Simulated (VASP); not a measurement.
A run of VASP 6.6.1:

File INCAR:

```
SYSTEM = BaTe
ALGO = Normal
EDIFF = 1E-8
ENCUT = 520
GGA = PS
ISIF = 2
ISMEAR = -1
LASPH = .TRUE.
LCHARG = .FALSE.
LEFG = .TRUE.
LREAL = .FALSE.
LWAVE = .FALSE.
NBANDS = 15
NELM = 80
PREC = Accurate
SIGMA = 0.05
```

Contents of KPOINTS:

```
k-points
0
G
  10 10 10
  0 0 0
```

The input POSCAR:

```
BaTe
1.0
    0.0000000000      3.4325834396      3.4325834396
    3.4325834396      0.0000000000      3.4325834396
    3.4325834396      3.4325834396      0.0000000000
Ba Te
1 1
Direct
    0.0000000000      0.0000000000      0.0000000000
    0.5000000000      0.5000000000      0.5000000000
```

Potentials or basis: VASP PAW PBE potentials, release 64 (Ba_sv, Te).

Launch:

```bash
$ cat potpaw_PBE.64/Ba_sv/POTCAR potpaw_PBE.64/Te/POTCAR > POTCAR
$ mpirun -np 1 vasp_std > vasp.out
```

Hardware: 1 thread of Intel(R) Xeon(R) Platinum 8559C (Emerald Rapids), on a shared host.

Q: How long does it take, and how much memory?

A: Run time: 28 s on 1 thread of Intel(R) Xeon(R) Platinum 8559C (Emerald Rapids), with other jobs on the host, peak memory 0.24 GiB. Counts: scf iterations 16, k points 47.
